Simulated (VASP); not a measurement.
# Nb16N (a cell with a defect) in VASP: a series of runs, part 2 of 2

VASP 6.6.1.

## 5. Relaxation of the atoms, PBE

Contents of INCAR:

```
ALGO = Normal
EDIFF = 1E-7
EDIFFG = -0.02
ENCUT = 520
GGA = PE
IBRION = 2
ISIF = 2
ISMEAR = 1
KPAR = 4
LASPH = True
LCHARG = False
LREAL = Auto
LWAVE = False
NELM = 80
NSW = 90
PREC = Accurate
SIGMA = 0.1
```

Contents of KPOINTS:

```
k-points
0
Gamma
  3 3 3
```

Contents of POSCAR:

```
Nb16N
1.0
    6.6171497900      0.0000000000      0.0000000000
    0.0000000000      6.6171497900      0.0000000000
    0.0000000000      0.0000000000      6.6171497900
Nb N
16 1
Direct
   -0.0036164800     -0.0000005800     -0.0000070700
    0.2499994700      0.2424609300      0.2424758000
    0.0000000000      0.0000000000      0.5000000000
    0.2500093500      0.2424648800      0.7575216600
    0.0013209900      0.4999947000      0.0000008400
    0.2499894800      0.7575421100      0.2424762500
    0.0000000000      0.5000000000      0.5000000000
    0.2499994200      0.7575407000      0.7575271200
    0.5036194500     -0.0000047900      0.0000020800
    0.7500000000      0.2500000000      0.2500000000
    0.5000000000      0.0000000000      0.5000000000
    0.7500000000      0.2500000000      0.7500000000
    0.4986783100      0.5000020500      0.0000033100
    0.7500000000      0.7500000000      0.2500000000
    0.5000000000      0.5000000000      0.5000000000
    0.7500000000      0.7500000000      0.7500000000
    0.7500000000      0.2500000000      0.5000000000
```

Potentials or basis: VASP PAW PBE potentials, release 64 (Nb_sv, N).

Launch:

```console
$ cat potpaw_PBE.64/Nb_sv/POTCAR potpaw_PBE.64/N/POTCAR > POTCAR
$ mpirun -np 4 vasp_std > vasp.out
```

OUTCAR:

```text
EDIFF = 1E-7
   EDIFFG = -0.02
   ENCUT = 520
   GGA = PE
   IBRION = 2
   ISIF = 2
   ISMEAR = 1
   LASPH = True
   LREAL = Auto
   NELM = 80
   NSW = 90
   PREC = Accurate

 ion  position               nearest neighbor table
   1  0.996  1.000  1.000-   8 2.82   6 2.82   2 2.82   4 2.82  16 2.85  12 2.85  14 2.85  10 2.85

   2  0.250  0.242  0.242-   9 2.82   1 2.82   5 2.86  13 2.86   3 2.87  11 2.87   7 2.92  15 2.92

   3  0.000  0.000  0.500-  17 2.34  12 2.87  14 2.87  16 2.87  10 2.87   6 2.87   2 2.87   8 2.87
                             4 2.87
   4  0.250  0.242  0.758-   9 2.82   1 2.82  13 2.86   5 2.86  11 2.87   3 2.87  15 2.92   7 2.92
[... 21 lines left out ...]
  15  0.500  0.500  0.500-  17 2.34  12 2.87  14 2.87  16 2.87  10 2.87   4 2.92   2 2.92   8 2.92
                             6 2.92
  16  0.750  0.750  0.750-   1 2.85   9 2.85   7 2.87   3 2.87  11 2.87  15 2.87  13 2.87   5 2.87

  17  0.750  0.250  0.500-  10 1.65  12 1.65   3 2.34  11 2.34   7 2.34  15 2.34

  LATTYP: Found a simple cubic cell.
 ALAT       =     6.6171497900

  Lattice vectors:

 A1 = (   6.6171497900,   0.0000000000,   0.0000000000)
 A2 = (   0.0000000000,   6.6171497900,   0.0000000000)
 A3 = (   0.0000000000,   0.0000000000,   6.6171497900)

Analysis of symmetry for initial positions (statically):
=====================================================================
 Subroutine PRICEL returns:
[... 343 lines left out ...]
[... ionic steps 4 to 9 ...]

--------------------------------------- Ionic step       10  -------------------------------------------

 number of electron     213.0000009 magnetization

------------------------ aborting loop because EDIFF is reached ----------------------------------------
[... 97 lines left out ...]
--------------------------------------- Ionic step       12  -------------------------------------------

 number of electron     213.0000009 magnetization

 Free energy of the ion-electron system (eV)
  ---------------------------------------------------
  ext. energy  EPLUGINS =         0.00000000
  ---------------------------------------------------
  free energy    TOTEN  =      -173.69808989 eV

  energy without entropy =     -173.71626340  energy(sigma->0) =     -173.70414773

 E-fermi :  11.4170     XC(G=0): -12.5865

 val. band max:       11.3810276771   @ k =   0.0000   0.3333   0.0000
 cond. band min:      11.4501140495   @ k =   0.3333   0.0000   0.3333
 fundamental gap:      0.0690863724
 Fermi energy:        11.4170111104

 k-point     1 :       0.0000    0.0000    0.0000
  band No.  band energies     occupation
      1     -43.1100      2.00000
      2     -43.0170      2.00000
      3     -43.0170      2.00000
      4     -42.9965      2.00000
      5     -42.9195      2.00000
      6     -42.8133      2.00000
[... 1683 lines left out ...]
    117      13.5604      0.00000
    118      13.6159      0.00000
 [bands above 118 left out]

------------------------ aborting loop because EDIFF is reached ----------------------------------------

  FORCE on cell =-STRESS in cart. coord.  units (eV):
  Direction    XX          YY          ZZ          XY          YZ          ZX
  --------------------------------------------------------------------------------------
  -------------------------------------------------------------------------------------
  Total        2.6239233      2.6306495     18.6041458     -0.0000769      0.0000152      0.0000415
  in kB       14.5093787     14.5465722    102.8744245     -0.0004250      0.0000838      0.0002296
  external PRESSURE =      43.9767918 kB  Pullay stress =       0.0000000 kB
[... 32 lines left out ...]
  FREE ENERGIE OF THE ION-ELECTRON SYSTEM (eV)
  ---------------------------------------------------
  free  energy   TOTEN  =      -173.6980898918 eV

  energy  without entropy=     -173.7162633999  energy(sigma->0) =     -173.70414773

 reached required accuracy - stopping structural energy minimisation
```

CONTCAR:

```text
Nb16N
   1.00000000000000
     6.6171497900000000    0.0000000000000000    0.0000000000000000
     0.0000000000000000    6.6171497900000000    0.0000000000000000
     0.0000000000000000    0.0000000000000000    6.6171497900000000
  Nb              N
    16     1
Direct
     0.0073527484234717    0.9924219151827499    0.9999990701703132
     0.2500003357393444    0.2497470477918596    0.2485998463194113
     0.9945358968548407    0.0053377756415741    0.4999995565721600
     0.2500008592465002    0.2497475571680630    0.7513998817035871
     0.0076584068579870    0.5074742459018653    0.9999999604322514
     0.2499990530016834    0.7500754155399679    0.2538025055738665
[... 9 lines left out ...]
     0.7499998002123073    0.7499042927450194    0.7513613597061889
     0.7499999292171290    0.2502817650816074    0.5000000011345006

  0.00000000E+00  0.00000000E+00  0.00000000E+00
  0.00000000E+00  0.00000000E+00  0.00000000E+00
  0.00000000E+00  0.00000000E+00  0.00000000E+00
  0.00000000E+00  0.00000000E+00  0.00000000E+00
  0.00000000E+00  0.00000000E+00  0.00000000E+00
  0.00000000E+00  0.00000000E+00  0.00000000E+00
[... 9 lines left out ...]
  0.00000000E+00  0.00000000E+00  0.00000000E+00
  0.00000000E+00  0.00000000E+00  0.00000000E+00
```

It took 30 min on 4 MPI ranks of Intel Xeon 6975P-C (Granite Rapids), shared host; peak memory 0.58 GiB.

What came out:

```yaml
Free_energy: -173.6981 eV
Energy_gained_by_relaxing: 235.2 meV/atom
Ionic_steps: 12
Pressure_after_relaxing: 4.4 GPa
Largest_force_after_relaxing: 0.014 eV/Å
Band_gap_on_the_k_mesh: zero (an odd number of electrons rules out a gap without spin polarisation)
```

Forces in eV/Å, atoms in the order of the input:
```
Nb   0.009  0.000  0.000
Nb   0.000  0.009  0.001
Nb   0.012 -0.006  0.000
Nb   0.000  0.009 -0.001
Nb  -0.005  0.003  0.000
Nb   0.000 -0.005 -0.010
Nb  -0.003  0.006  0.000
Nb   0.000 -0.005  0.010
Nb  -0.009  0.000  0.000
Nb   0.000 -0.010  0.003
Nb  -0.012 -0.006  0.000
Nb   0.000 -0.010 -0.003
Nb   0.005  0.002  0.000
Nb   0.000  0.006 -0.002
Nb   0.003  0.006  0.000
Nb   0.000  0.006  0.002
N    0.000 -0.009  0.000
```

Stress tensor (GPa, compression positive):
```
 1.45  0.00  0.00
 0.00  1.45  0.00
 0.00  0.00 10.29
```

Step by step:
| step | energy change (eV) | largest force (eV/Å) | pressure (GPa) |
| --- | --- | --- | --- |
| 1 | 0.0000 | 15.4031 | 11.44 |
| 2 | 4.5519 | 25.7596 | 12.85 |
| 3 | -3.5596 | 2.5335 | 4.56 |
| 4 | -3.7014 | 1.0555 | 4.74 |
| 5 | -3.7140 | 1.0118 | 4.85 |
| 6 | -3.9340 | 0.4482 | 4.49 |
| 7 | -3.9843 | 0.2977 | 4.39 |
| 8 | -3.9955 | 0.2312 | 4.32 |
| 9 | -3.9955 | 0.2094 | 4.32 |
| 10 | -3.9983 | 0.0383 | 4.41 |
| 11 | -3.9983 | 0.0284 | 4.40 |
| 12 | -3.9985 | 0.0136 | 4.40 |

Final structure:
```yaml
crystal:
  lattice:
    - [6.61715, 0.00000, 0.00000]
    - [0.00000, 6.61715, 0.00000]
    - [0.00000, 0.00000, 6.61715]
  atoms:
    - { symbol: Nb, position: [0.00735, 0.99242, 0.00000] }
    - { symbol: Nb, position: [0.25000, 0.24975, 0.24860] }
    - { symbol: Nb, position: [0.99454, 0.00534, 0.50000] }
    - { symbol: Nb, position: [0.25000, 0.24975, 0.75140] }
    - { symbol: Nb, position: [0.00766, 0.50747, 0.00000] }
    - { symbol: Nb, position: [0.25000, 0.75008, 0.25380] }
    - { symbol: Nb, position: [0.99485, 0.49468, 0.50000] }
    - { symbol: Nb, position: [0.25000, 0.75008, 0.74620] }
    - { symbol: Nb, position: [0.49265, 0.99242, 0.00000] }
    - { symbol: Nb, position: [0.75000, 0.25021, 0.20647] }
    - { symbol: Nb, position: [0.50546, 0.00534, 0.50000] }
    - { symbol: Nb, position: [0.75000, 0.25021, 0.79352] }
    - { symbol: Nb, position: [0.49234, 0.50747, 0.00000] }
    - { symbol: Nb, position: [0.75000, 0.74990, 0.24864] }
    - { symbol: Nb, position: [0.50515, 0.49468, 0.50000] }
    - { symbol: Nb, position: [0.75000, 0.74990, 0.75136] }
    - { symbol: N, position: [0.75000, 0.25028, 0.50000] }
```

## 6. The runs side by side

| task | cell | k mesh | gap on the mesh (eV) | pressure (GPa) | largest force (eV/Å) |
| --- | --- | --- | --- | --- | --- |
| relaxation of the atoms | atoms relaxed, atomic positions A | 3 × 3 × 3 | none | 4.4 | 0.01 |
| single point | as given, atomic positions B | 5 × 5 × 5 | none | 4.9 | 0.31 |
| single point | as given, atomic positions C | 5 × 5 × 5 | none | 4.9 | 0.33 |
| relaxation of the atoms | atoms relaxed, atomic positions D | 3 × 3 × 3 | none | 4.4 | 0.01 |

Alike in all rows: level PBE; potentials or basis VASP PAW PBE potentials, release 64 (Nb_sv, N); no spin polarisation; cutoff (eV) 520; smearing methfessel-paxton 0.1 eV.

Total energies depend on the potentials used, so only differences within one code and one set of settings carry meaning.

The gap in the log of VASP goes by the Fermi energy; the results here count the filled bands.